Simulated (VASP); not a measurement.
# Si3F4 (P6/mmm) in VASP: notebook

Runs on Si3F4. Level: PBE. Tasks: relaxation of cell and atoms, single point.

All numbers are computed with VASP 6.6.1; they aren't measurements. Logs are shortened: lines on timing, memory, paths and dates and some standing lists are left out, and cuts for length are marked.

### Step 1. The cell of the first run

The structure is hexagonal, space group P6/mmm (No. 191). The conventional cell has a = 5.279 Å, b = 5.279 Å, c = 4.172 Å, α = 90.00°, β = 90.00°, γ = 120.00°. Si (site symmetry mmm) has 4 F at 2.09 to 2.64 Å and 4 Si at 2.64 Å within 2.8 Å. Within 3.5 Å of F (site symmetry 6/mmm) lie 6 Si at 2.64 Å and 12 F at 3.36 Å. F (site symmetry mmm) has 2 Si at 2.09 Å and 4 F at 2.64 Å within 2.8 Å.

The cell was built from a structure type or drawn by symmetry, and may not be a known phase.

### Step 2. Relaxation of cell and atoms, PBE

INCAR

```
SYSTEM = Si3F4
PREC = Accurate
ENCUT = 600
EDIFF = 1E-7
ISMEAR = 0
SIGMA = 0.1
LREAL = .False.
LASPH = .True.
NELM = 80
ALGO = Normal
ISIF = 3
LWAVE = .False.
LCHARG = .False.
GGA = PE
IBRION = 2
NSW = 90
EDIFFG = -0.04
```

KPOINTS

```
regular mesh
0
Gamma
  6 6 4
  0 0 0
```

POSCAR

```
Si3F4
1.0
    5.2785567000      0.0000000000      0.0000000000
   -2.6392783500      4.5713642000      0.0000000000
    0.0000000000      0.0000000000      4.1717578600
Si F
3 4
Direct
    0.5000000000      0.0000000000      0.5000000000
    0.0000000000      0.5000000000      0.5000000000
    0.5000000000      0.5000000000      0.5000000000
    0.0000000000      0.0000000000      0.5000000000
    0.5000000000      0.0000000000      0.0000000000
    0.0000000000      0.5000000000      0.0000000000
    0.5000000000      0.5000000000      0.0000000000
```

Potentials or basis: VASP PAW PBE potentials, release 64 (Si, F).

Run with:

```console
cat potpaw_PBE.64/Si/POTCAR potpaw_PBE.64/F/POTCAR > POTCAR
mpirun -np 1 vasp_std > vasp.out
```

OUTCAR:

```text
SYSTEM = Si3F4
   PREC = Accurate
   ENCUT = 600
   EDIFF = 1E-7
   ISMEAR = 0
   LREAL = .False.
   LASPH = .True.
   NELM = 80
   ISIF = 3
   GGA = PE
   IBRION = 2
   NSW = 90
   EDIFFG = -0.04

 ion  position               nearest neighbor table
   1  0.500  0.000  0.500-   5 2.09   5 2.09   2 2.64   3 2.64   3 2.64   2 2.64
   2  0.000  0.500  0.500-   6 2.09   6 2.09   3 2.64   3 2.64   1 2.64   1 2.64
   3  0.500  0.500  0.500-   7 2.09   7 2.09   2 2.64   2 2.64   1 2.64   1 2.64
   4  0.000  0.000  0.500-
   5  0.500  0.000  0.000-   1 2.09   1 2.09
   6  0.000  0.500  0.000-   2 2.09   2 2.09
   7  0.500  0.500  0.000-   3 2.09   3 2.09

  LATTYP: Found a hexagonal cell.
 ALAT       =     5.2785567000
 C/A-ratio  =     0.7903216915

  Lattice vectors:

 A1 = (   5.2785567000,   0.0000000000,   0.0000000000)
 A2 = (  -2.6392783500,   4.5713642000,   0.0000000000)
 A3 = (   0.0000000000,   0.0000000000,   4.1717578600)

Analysis of symmetry for initial positions (statically):
=====================================================================
 Subroutine PRICEL returns:
 Original cell was already a primitive cell.

 Routine SETGRP: Setting up the symmetry group for a
 hexagonal supercell.

 Subroutine GETGRP returns: Found 24 space group operations
 (whereof 24 operations were pure point group operations)
 out of a pool of 24 trial point group operations.

The static configuration has the point symmetry D_6h.

Analysis of symmetry for dynamics (positions and initial velocities):
=====================================================================
 Subroutine PRICEL returns:
 Original cell was already a primitive cell.

 Routine SETGRP: Setting up the symmetry group for a
 hexagonal supercell.

 Subroutine GETGRP returns: Found 24 space group operations
 (whereof 24 operations were pure point group operations)
 out of a pool of 24 trial point group operations.

The dynamic configuration has the point symmetry D_6h.

 Subroutine INISYM returns: Found 24 space group operations
 (whereof 24 operations are pure point group operations),
 and found     1 'primitive' translations

----------------------------------------------------------------------------------------

                                     Primitive cell

  volume of cell :     100.6654

  direct lattice vectors                    reciprocal lattice vectors
     5.278556700  0.000000000  0.000000000     0.189445725  0.109376540  0.000000000
    -2.639278350  4.571364200  0.000000000     0.000000000  0.218753080  0.000000000
     0.000000000  0.000000000  4.171757860     0.000000000  0.000000000  0.239707105

  length of vectors
     5.278556700  5.278556702  4.171757860     0.218753080  0.218753080  0.239707105

  position of ions in fractional coordinates (direct lattice)
     0.500000000  0.000000000  0.500000000
     1.000000000  0.500000000  0.500000000
     0.500000000  0.500000000  0.500000000
     0.000000000  0.000000000  0.500000000
     0.500000000  0.000000000  0.000000000
     1.000000000  0.500000000  0.000000000
     0.500000000  0.500000000  0.000000000

  ion indices of the primitive-cell ions
   primitive index   ion index
                 1           1
                 2           2
                 3           3
                 4           4
                 5           5
                 6           6
                 7           7

----------------------------------------------------------------------------------------

 KPOINTS: regular mesh

Automatic generation of k-mesh.
 Grid dimensions read from file:
 generate k-points for:    6    6    4

 Generating k-lattice:

  Cartesian coordinates                     Fractional coordinates (reciprocal lattice)
     0.031574287  0.018229423  0.000000000     0.166666667 -0.000000000  0.000000000
     0.000000000  0.036458847  0.000000000     0.000000000  0.166666667  0.000000000
     0.000000000  0.000000000  0.059926776     0.000000000  0.000000000  0.250000000

  Length of vectors
     0.036458847  0.036458847  0.059926776

[... 42 lines left out ...]
 non-spin polarized calculation
 Gauss-broadening in eV      SIGMA  =   0.10
  energy-cutoff  :      600.00
  volume of cell :      100.67
 maximum number of plane-waves:      3382
   NGX = 21   NGY = 21   NGZ = 17

--------------------------------------- Ionic step        1  -------------------------------------------

 number of electron      40.0000040 magnetization

 Free energy of the ion-electron system (eV)
  ---------------------------------------------------
  ext. energy  EPLUGINS =         0.00000000
  ---------------------------------------------------
  free energy    TOTEN  =       -31.97990019 eV

  energy without entropy =      -31.97036623  energy(sigma->0) =      -31.97513321

 E-fermi :   3.4594     XC(G=0):  -9.5031

 val. band max:        3.4383632552   @ k =   0.1667   0.1667   0.2500
 cond. band min:       3.4791933662   @ k =   0.1667   0.1667   0.5000
 fundamental gap:      0.0408301109
 Fermi energy:         3.4593873473

 k-point     1 :       0.0000    0.0000    0.0000
  band No.  band energies     occupation
      1     -20.0444      2.00000
      2     -19.4848      2.00000
      3     -19.4848      2.00000
      4     -18.8144      2.00000
      5      -5.8290      2.00000
      6      -4.0118      2.00000
[... 16 lines left out ...]
     23       8.1397      0.00000
     24       9.1396      0.00000
[... 601 lines left out ...]
 POSITION                                       TOTAL-FORCE (eV/Angst)
 -----------------------------------------------------------------------------------
      2.66844     -0.00000      1.85326         0.000000     -0.000000      0.000000
     -1.33422      2.31094      1.85326         0.000000     -0.000000      0.000000
      1.33422      2.31094      1.85326         0.000000     -0.000000      0.000000
      0.00000     -0.00000      1.85326         0.000000     -0.000000      0.000000
      2.66844      0.00000      0.00000        -0.000000      0.000000      0.000000
     -1.33422      2.31094      0.00000         0.000000     -0.000000      0.000000
      1.33422      2.31094      0.00000         0.000000      0.000000      0.000000
 -----------------------------------------------------------------------------------
    total drift:                               -0.000000      0.000000     -0.000000

  FREE ENERGIE OF THE ION-ELECTRON SYSTEM (eV)
  ---------------------------------------------------
  free  energy   TOTEN  =       -32.5895401801 eV

  energy  without entropy=      -32.5828830983  energy(sigma->0) =      -32.58621164

--------------------------------------- Ionic step        3  -------------------------------------------

 number of electron      40.0000007 magnetization

 Free energy of the ion-electron system (eV)
  ---------------------------------------------------
  ext. energy  EPLUGINS =         0.00000000
  ---------------------------------------------------
  free energy    TOTEN  =       -32.72729986 eV

  energy without entropy =      -32.71917509  energy(sigma->0) =      -32.72323747

 E-fermi :   4.7031     XC(G=0):  -9.7945

 val. band max:        4.6900149921   @ k =   0.1667   0.1667   0.5000
 cond. band min:       4.7742724483   @ k =   0.1667   0.1667   0.5000
 fundamental gap:      0.0842574562
 Fermi energy:         4.7031400915

 k-point     1 :       0.0000    0.0000    0.0000
  band No.  band energies     occupation
      1     -20.8456      2.00000
      2     -20.3204      2.00000
      3     -20.3204      2.00000
      4     -17.6174      2.00000
      5      -4.7749      2.00000
      6      -4.3261      2.00000
[... 16 lines left out ...]
     23       9.8442      0.00000
     24      10.5775      0.00000
[... 560 lines left out ...]
 POSITION                                       TOTAL-FORCE (eV/Angst)
 -----------------------------------------------------------------------------------
      2.66056     -0.00000      1.91616        -0.000000     -0.000000      0.000000
     -1.33028      2.30411      1.91616         0.000000     -0.000000      0.000000
      1.33028      2.30411      1.91616         0.000000     -0.000000      0.000000
      0.00000     -0.00000      1.91616         0.000000     -0.000000      0.000000
      2.66056      0.00000      0.00000        -0.000000      0.000000      0.000000
     -1.33028      2.30411      0.00000         0.000000     -0.000000      0.000000
      1.33028      2.30411      0.00000         0.000000      0.000000      0.000000
 -----------------------------------------------------------------------------------
    total drift:                               -0.000000      0.000000     -0.000000

  FREE ENERGIE OF THE ION-ELECTRON SYSTEM (eV)
  ---------------------------------------------------
  free  energy   TOTEN  =       -32.7272998627 eV

  energy  without entropy=      -32.7191750858  energy(sigma->0) =      -32.72323747

 reached required accuracy - stopping structural energy minimisation
```

It took 73 s on 1 thread of AMD EPYC 9R45 (Zen 5), shared host; peak memory 0.23 GiB.

Results:

```
Free energy                           : -32.7273 eV
Relaxed volume                        : 13.42 Å³/atom
Relaxed cell                          : a = 5.321 Å, b = 5.321 Å, c = 3.832 Å, α = 90.00°, β = 90.00°, γ = 120.00°
Space group after relaxing (to 0.1 Å) : P6/mmm (No. 191)
Energy gained by relaxing             : 106.8 meV/atom
Ionic steps                           : 3
Pressure after relaxing               : 0.2 GPa
Band gap on the k mesh                : zero (bands 20 and 21 overlap by 0.76 eV)
```

Step by step:
```
step  energy change (eV)  largest force (eV/Å)  pressure (GPa)  volume (Å³)
   1              0.0000                0.0000           -6.88       100.67
   2             -0.6096                0.0000            4.62        91.43
   3             -0.7474                0.0000            0.23        93.97
```

Final structure:
```
CELL_PARAMETERS angstrom
5.32112 0.00000 0.00000
-2.66056 4.60822 0.00000
0.00000 0.00000 3.83232
ATOMIC_POSITIONS crystal
Si 0.50000 0.00000 0.50000
Si 0.00000 0.50000 0.50000
Si 0.50000 0.50000 0.50000
F 0.00000 0.00000 0.50000
F 0.50000 0.00000 0.00000
F 0.00000 0.50000 0.00000
F 0.50000 0.50000 0.00000
```

Levels at points of the mesh, in eV from the Fermi level:
```tsv
k point	band 18	band 19	band 20	band 21	band 22	band 23
(0.00, 0.00, 0.00)	-3.39	-3.36	-2.95	1.10	1.10	5.14
(0.50, 0.00, 0.00)	-3.40	-2.17	-1.22	1.92	2.32	3.80
(0.00, 0.00, 0.50)	-3.76	-0.46	-0.46	0.29	0.29	1.56
(0.50, 0.00, 0.50)	-3.20	-2.15	-0.37	1.17	2.25	2.43
```

Caveat: the k points lie up to 0.41 Å⁻¹ apart in the final cell, too coarse for converged energies and pressures of a metal.

### Step 3. Single point, PBE

This run uses another cell than the first one, of 13.55 Å³/atom.

INCAR

```
ALGO = Normal
EDIFF = 1E-7
ENCUT = 520
GGA = PE
ISIF = 2
ISMEAR = 0
LASPH = True
LCHARG = True
LELF = True
LREAL = False
LVHAR = True
LWAVE = False
NBANDS = 29
NELM = 100
PREC = Accurate
SIGMA = 0.1
```

KPOINTS

```
k-points
0
Gamma
  12 12 10
```

POSCAR, as its differences from that of step 2:

```diff
@@ -2,5 +2,5 @@
 1.0
-    5.2785567000      0.0000000000      0.0000000000
-   -2.6392783500      4.5713642000      0.0000000000
-    0.0000000000      0.0000000000      4.1717578600
+    5.3458096932      0.0000000000      0.0000000000
+   -2.6729048466      4.6296069981      0.0000000000
+    0.0000000000      0.0000000000      3.8330447937
 Si F
```

Potentials or basis: VASP PAW PBE potentials, release 64 (Si, F).

Run with:

```console
cat potpaw_PBE.64/Si/POTCAR potpaw_PBE.64/F/POTCAR > POTCAR
mpirun -np 1 vasp_std > vasp.out
```

Wall time 2 min (1 thread of AMD EPYC 9R45 (Zen 5), shared host); peak memory 0.32 GiB.

Results (log left out):

| Quantity | Value |
| --- | --- |
| Free energy | -32.6788 eV |
| Pressure | -0.1 GPa |
| Band gap on the k mesh | zero (bands 20 and 21 overlap by 0.81 eV) |

Stress tensor (GPa, compression positive):
```
-0.29  0.00  0.00
 0.00 -0.29  0.00
 0.00  0.00  0.33
```

Levels at points of the mesh, in eV from the Fermi level:
```
           k point  band 16  band 17  band 18  band 19  band 20  band 21  band 22  band 23  band 24  band 25
(0.00, 0.00, 0.00)    -4.46    -3.49    -3.49    -3.36    -2.98     1.02     1.02     5.07     5.82     5.97
(0.50, 0.00, 0.00)    -4.90    -3.58    -3.40    -2.26    -1.27     1.84     2.22     3.66     3.92     5.83
(0.00, 0.00, 0.50)    -4.88    -4.37    -3.76    -0.54    -0.54     0.22     0.22     1.51     5.76     5.76
(0.50, 0.00, 0.50)    -4.48    -3.55    -3.23    -2.21    -0.46     1.09     2.15     2.37     3.67     4.08
```

### Step 4. Single point, PBE, collinear spin

This run uses another cell than the first one, of 13.53 Å³/atom.

INCAR

```
SYSTEM = Si3F4
  ALGO = Normal
  EDIFF = 1E-7
  ENCUT = 520
  GGA = PE
  ISIF = 2
  ISMEAR = 0
  ISPIN = 2
  LASPH = .True.
  LCHARG = .False.
  LORBIT = 11
  LREAL = .False.
  LWAVE = .False.
  MAGMOM = 0 0 0 1 1 1 1
  NBANDS = 33
  NELM = 150
  PREC = Accurate
  SIGMA = 0.1
```

KPOINTS

```
k-points
0
Gamma
  6 6 4
  0 0 0
```

POSCAR, as its differences from that of step 3:

```diff
@@ -2,5 +2,5 @@
 1.0
-    5.3458096932      0.0000000000      0.0000000000
-   -2.6729048466      4.6296069981      0.0000000000
-    0.0000000000      0.0000000000      3.8330447937
+    5.3423062196      0.0000000000      0.0000000000
+   -2.6711531098      4.6265729009      0.0000000000
+    0.0000000000      0.0000000000      3.8321944032
 Si F
```

Run with:

```console
cat potpaw_PBE.64/Si/POTCAR potpaw_PBE.64/F/POTCAR > POTCAR
mpirun -np 1 vasp_std > vasp.out
```

Run time: 50 s. Hardware: 1 thread of AMD EPYC 9R45 (Zen 5), shared host; peak memory 0.25 GiB.

It converged, with:

| Property | Result |
| --- | --- |
| Free energy | -32.7040 eV |
| Pressure | -0.1 GPa |
| Band gap on the k mesh | zero (filled and empty bands overlap) |
| Net moment | 0.00 μB per cell |
| Valence electrons inside the program's atomic spheres | Si 1.45; F 6.00, 6.11 (each value once) |

Stress tensor (GPa, compression positive):
```
-0.31  0.00  0.00
 0.00 -0.31  0.00
 0.00  0.00  0.27
```

Levels at points of the mesh, in eV from the Fermi level:
Spin up:
```tsv
k point	band 17	band 18	band 19	band 20	band 21	band 22	band 23	band 24
(0.00, 0.00, 0.00)	-3.41	-3.41	-3.30	-2.91	1.10	1.10	5.15	5.90
(0.50, 0.00, 0.00)	-3.52	-3.34	-2.18	-1.19	1.92	2.30	3.75	4.01
(0.00, 0.00, 0.50)	-4.30	-3.70	-0.46	-0.46	0.29	0.29	1.59	5.84
(0.50, 0.00, 0.50)	-3.49	-3.16	-2.13	-0.38	1.17	2.23	2.45	3.75
```
Spin down:
| k point | band 18 | band 19 | band 20 | band 21 | band 22 | band 23 |
| --- | --- | --- | --- | --- | --- | --- |
| (0.00, 0.00, 0.00) | -3.41 | -3.30 | -2.91 | 1.10 | 1.10 | 5.15 |
| (0.50, 0.00, 0.00) | -3.34 | -2.18 | -1.19 | 1.92 | 2.30 | 3.75 |
| (0.00, 0.00, 0.50) | -3.70 | -0.46 | -0.46 | 0.29 | 0.29 | 1.59 |
| (0.50, 0.00, 0.50) | -3.16 | -2.13 | -0.38 | 1.17 | 2.23 | 2.45 |

Caveat: the k points lie up to 0.41 Å⁻¹ apart, too coarse for converged energies and pressures of a metal.

### Step 5. Single point, PBE, collinear spin

INCAR

```
PREC     = Accurate       # precision mode
ENCUT    = 520            # plane-wave cutoff, eV
EDIFF    = 1E-6           # SCF threshold, eV
ISMEAR   = 0              # smearing method
SIGMA    = 0.1            # smearing width, eV
LREAL    = F              # projectors in reciprocal space
LASPH    = T              # aspherical terms in the spheres
NELM     = 150            # most SCF steps
ALGO     = Normal         # electronic algorithm
ISIF     = 2              # what is computed and relaxed
LWAVE    = F              # write WAVECAR
LCHARG   = T              # write CHGCAR
ISPIN    = 2              # spin polarisation
MAGMOM   = 0 0 0 1 1 1 1  # initial moments
LORBIT   = 11             # projections on sites
GGA      = PE             # functional
LELF     = T              # ELF
LVHAR    = T            
NBANDS   = 33             # bands
```

KPOINTS

```
regular mesh
0
Gamma
  6 6 4
```

POSCAR, as its differences from that of step 4:

```diff
@@ -2,5 +2,5 @@
 1.0
-    5.3423062196      0.0000000000      0.0000000000
-   -2.6711531098      4.6265729009      0.0000000000
-    0.0000000000      0.0000000000      3.8321944032
+    5.2785567000      0.0000000000      0.0000000000
+   -2.6392783500      4.5713642000      0.0000000000
+    0.0000000000      0.0000000000      4.1717578600
 Si F
```

Run with:

```console
cat potpaw_PBE.64/Si/POTCAR potpaw_PBE.64/F/POTCAR > POTCAR
mpirun -np 1 vasp_std > vasp.out
```

It took 49 s on 1 thread of AMD EPYC 9R45 (Zen 5), shared host; peak memory 0.26 GiB.

The run converged. Its results:

| Quantity | Value |
| --- | --- |
| Free energy | -31.9733 eV |
| Pressure | -6.8 GPa |
| Band gap on the k mesh | zero (filled and empty bands overlap) |
| Net moment | 0.00 μB per cell |
| Valence electrons inside the program's atomic spheres | Si 1.43; F 5.99, 6.05 (each value once) |

Stress tensor (GPa, compression positive):
```
  2.59   0.00   0.00
  0.00   2.59   0.00
  0.00   0.00 -25.68
```

Levels at points of the mesh, in eV from the Fermi level:
Spin up:
| k point | band 16 | band 17 | band 18 | band 19 | band 20 | band 21 | band 22 | band 23 | band 24 | band 25 |
| --- | --- | --- | --- | --- | --- | --- | --- | --- | --- | --- |
| (0.00, 0.00, 0.00) | -3.30 | -3.29 | -2.99 | -2.97 | -2.97 | 1.09 | 1.09 | 4.68 | 5.68 | 6.04 |
| (0.50, 0.00, 0.00) | -3.43 | -3.34 | -3.04 | -2.25 | -1.29 | 1.94 | 2.34 | 3.79 | 4.09 | 4.87 |
| (0.00, 0.00, 0.50) | -3.27 | -2.96 | -2.96 | -0.71 | -0.71 | 0.52 | 0.52 | 0.90 | 5.02 | 5.02 |
| (0.50, 0.00, 0.50) | -3.25 | -3.05 | -3.02 | -2.00 | -0.49 | 1.42 | 1.73 | 2.34 | 3.01 | 4.18 |
Spin down:
```tsv
k point	band 17	band 18	band 19	band 20	band 21	band 22	band 23	band 24
(0.00, 0.00, 0.00)	-3.29	-2.99	-2.97	-2.97	1.09	1.09	4.68	5.68
(0.50, 0.00, 0.00)	-3.34	-3.04	-2.25	-1.29	1.94	2.34	3.79	4.09
(0.00, 0.00, 0.50)	-2.96	-2.96	-0.71	-0.71	0.52	0.52	0.90	5.02
(0.50, 0.00, 0.50)	-3.05	-3.02	-2.00	-0.49	1.42	1.73	2.34	3.01
```

Caveat: the k points lie up to 0.38 Å⁻¹ apart, too coarse for converged energies and pressures of a metal.

### Step 6. The runs side by side

```tsv
task	spin	cell	k mesh	cutoff (eV)	gap on the mesh (eV)	pressure (GPa)	moment (μB)
relaxation of cell and atoms	off	relaxed from a = 5.279, b = 5.279, c = 4.172 Å, angles 90.0, 90.0, 120.0°, 7 atoms	6 × 6 × 4	600	none	0.2	-
single point	off	a = 5.346, b = 5.346, c = 3.833 Å, angles 90.0, 90.0, 120.0°, 7 atoms	12 × 12 × 10	520	none	-0.1	-
single point	collinear	a = 5.342, b = 5.342, c = 3.832 Å, angles 90.0, 90.0, 120.0°, 7 atoms	6 × 6 × 4	520	none	-0.1	0.00
single point	collinear	a = 5.279, b = 5.279, c = 4.172 Å, angles 90.0, 90.0, 120.0°, 7 atoms	6 × 6 × 4	520	none	-6.8	0.00
```

Alike in all rows: level PBE; potentials or basis VASP PAW PBE potentials, release 64 (Si, F); smearing gaussian 0.1 eV.

Caveats: some runs use coarse meshes.

Absolute energies hang on the potentials; compare differences alone.
